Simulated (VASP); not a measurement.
# PbS (Amm2) in VASP: a series of runs, part 2 of 2

VASP 6.6.1.

### 3 Single point, PBEsol

INCAR reads:

```
ALGO     = Normal         # electronic algorithm
EDIFF    = 1E-6           # SCF threshold, eV
ENCUT    = 500            # plane-wave cutoff, eV
GGA      = PS             # functional
GGA_COMPAT= F            
ISIF     = 2              # what is computed and relaxed
ISMEAR   = 0              # smearing method
LASPH    = T              # aspherical terms in the spheres
LCHARG   = T              # write CHGCAR
LELF     = T              # ELF
LREAL    = F              # projectors in reciprocal space
LVHAR    = T            
LWAVE    = F              # write WAVECAR
NBANDS   = 50             # bands
NELM     = 120            # most SCF steps
PREC     = Accurate       # precision mode
SIGMA    = 0.01           # smearing width, eV
```

KPOINTS reads:

```
k-points
0
Gamma
  4 2 2
```

POSCAR reads:

```
PbS
1.0
    4.0699280000      0.0000000000      0.0000000000
    0.0000000000      5.6898180000     -5.5735990000
    0.0000000000      5.6898180000      5.5735990000
Pb S
4 4
Direct
    0.0000000000      0.6608510000      0.6631130000
    0.0000000000      0.3368870000      0.3391490000
    0.5000000000      0.8626130000      0.1373870000
    0.0000000000      0.1762690000      0.8237310000
    0.5000000000      0.8821480000      0.7748220000
    0.5000000000      0.2251780000      0.1178520000
    0.0000000000      0.6891040000      0.3108960000
    0.5000000000      0.3627490000      0.6372510000
```

Potentials or basis: VASP PAW PBE potentials, release 64 (Pb_d, S).

The run is started by

```sh
cat potpaw_PBE.64/Pb_d/POTCAR potpaw_PBE.64/S/POTCAR > POTCAR
mpirun -np 1 vasp_std > vasp.out
```

OUTCAR:

```text
EDIFF = 1E-6
   ENCUT = 500
   GGA = PS
   ISIF = 2
   ISMEAR = 0
   LASPH = T
   LREAL = F
   NELM = 120
   PREC = Accurate

 ion  position               nearest neighbor table
   1  0.000  0.661  0.663-   7 2.81   5 2.85   5 2.85   8 3.14   8 3.14   2 3.69   4 4.04
   2  0.000  0.337  0.339-   7 2.81   6 2.85   6 2.85   8 3.14   8 3.14   1 3.69   4 4.04
   3  0.500  0.863  0.137-   7 2.81   7 2.81   5 2.89   6 2.89   4 4.05   4 4.05
   4  0.000  0.176  0.824-   8 2.91   8 2.91   5 3.13   5 3.13   6 3.13   6 3.13   1 4.04   2 4.04
                             3 4.05   3 4.05
   5  0.500  0.882  0.775-   1 2.85   1 2.85   3 2.89   4 3.13   4 3.13
   6  0.500  0.225  0.118-   2 2.85   2 2.85   3 2.89   4 3.13   4 3.13
[... 676 lines left out ...]
  in kB      -18.8201687    -17.3249504    -18.1798452      0.0000000      0.0000000      0.0000000
  external PRESSURE =     -18.1083214 kB  Pullay stress =       0.0000000 kB

 VOLUME and BASIS-vectors are now :
 -----------------------------------------------------------------------------
  energy-cutoff  :      500.00
  volume of cell :      258.14
      direct lattice vectors                 reciprocal lattice vectors
     4.069928000  0.000000000  0.000000000     0.245704592  0.000000000  0.000000000
     0.000000000  5.689818000 -5.573599000     0.000000000  0.087876273 -0.089708642
     0.000000000  5.689818000  5.573599000     0.000000000  0.087876273  0.089708642

 POSITION                                       TOTAL-FORCE (eV/Angst)
 -----------------------------------------------------------------------------------
      0.00000      7.53311      0.01261         0.000000     -0.052574     -0.008389
      0.00000      3.84652      0.01261         0.000000      0.052574     -0.008389
      2.03496      5.68982     -4.04212         0.000000      0.000000     -0.031380
      0.00000      5.68982      3.60869         0.000000      0.000000      0.039345
      2.03496      9.42786     -0.59819         0.000000      0.028462     -0.045575
      2.03496      1.95178     -0.59819         0.000000     -0.028462     -0.045575
      0.00000      5.68982     -2.10798         0.000000      0.000000      0.087011
      2.03496      5.68982      1.52996         0.000000      0.000000      0.012951
 -----------------------------------------------------------------------------------
    total drift:                                0.000000      0.000001      0.001021

  FREE ENERGIE OF THE ION-ELECTRON SYSTEM (eV)
  ---------------------------------------------------
  free  energy   TOTEN  =       -36.1114690978 eV

  energy  without entropy=      -36.1114690978  energy(sigma->0) =      -36.11146910
```

OSZICAR:

```text
N       E                     dE             d eps       ncg     rms          rms(c)
DAV:   1     0.887845191347E+03    0.88785E+03   -0.35128E+04   900   0.157E+03
DAV:   2     0.843163904440E+02   -0.80353E+03   -0.77342E+03   958   0.432E+02
DAV:   3    -0.307745370914E+02   -0.11509E+03   -0.11014E+03  1186   0.191E+02
DAV:   4    -0.380357911351E+02   -0.72613E+01   -0.71820E+01  1088   0.507E+01
DAV:   5    -0.384228080635E+02   -0.38702E+00   -0.38657E+00  1200   0.109E+01    0.907E+00
DAV:   6    -0.361186013100E+02    0.23042E+01   -0.47994E+00  1294   0.115E+01    0.553E+00
DAV:   7    -0.361169388196E+02    0.16625E-02   -0.10573E+00  1128   0.363E+00    0.317E+00
DAV:   8    -0.361177280242E+02   -0.78920E-03   -0.16117E-01  1270   0.287E+00    0.730E-01
DAV:   9    -0.361082884833E+02    0.94395E-02   -0.33527E-02  1240   0.127E+00    0.259E-01
DAV:  10    -0.361103494752E+02   -0.20610E-02   -0.47215E-03  1144   0.276E-01    0.952E-02
DAV:  11    -0.361112877126E+02   -0.93824E-03   -0.98804E-04  1040   0.138E-01    0.520E-02
DAV:  12    -0.361113837461E+02   -0.96033E-04   -0.19421E-04  1296   0.626E-02    0.359E-02
DAV:  13    -0.361114470277E+02   -0.63282E-04   -0.74204E-05  1112   0.521E-02    0.163E-02
DAV:  14    -0.361114623232E+02   -0.15295E-04   -0.13781E-05   912   0.154E-02    0.661E-03
DAV:  15    -0.361114683438E+02   -0.60206E-05   -0.82447E-06   840   0.113E-02    0.300E-03
DAV:  16    -0.361114690978E+02   -0.75398E-06   -0.16537E-06   816   0.659E-03
   1 F= -.36111469E+02 E0= -.36111469E+02  d E =-.383346E-52
```

stdout:

```text
POSCAR found type information on POSCAR PbS
 POSCAR found :  2 types and       8 ions
 scaLAPACK will be used
 -----------------------------------------------------------------------------
|                                                                             |
|                                                                             |
|     You enforced a specific xc type in the INCAR file but a different       |
|     I HOPE YOU KNOW WHAT YOU ARE DOING!                                     |
|                                                                             |
 -----------------------------------------------------------------------------

 LDA part: xc-table for (Slater+PW92), standard interpolation
 POSCAR, INCAR and KPOINTS ok, starting setup
 FFT: planning ... GRIDC
 FFT: planning ... GRID_SOFT
 FFT: planning ... GRID
 WAVECAR not read
 entering main loop
```

It took 2.4 min on 1 thread of Intel Xeon Platinum 8259CL at 2.50GHz (Skylake/Cascade Lake), shared host; peak memory 0.34 GiB.

Results:

- Free energy: -36.1115 eV
- Pressure: -1.8 GPa
- Largest force: 0.087 eV/Å
- Band gap on the k mesh: 0.46 eV

Forces in eV/Å, atoms in the order of the input:
```
Pb   0.000 -0.053 -0.008
Pb   0.000  0.053 -0.008
Pb   0.000  0.000 -0.031
Pb   0.000  0.000  0.039
S    0.000  0.028 -0.046
S    0.000 -0.028 -0.046
S    0.000  0.000  0.087
S    0.000  0.000  0.013
```

Caveat: the PAW data sets were made with another functional, which shifts forces and pressure a little; spin-orbit coupling is left out, which moves the levels of the heavy elements. A k mesh can miss the band edges.
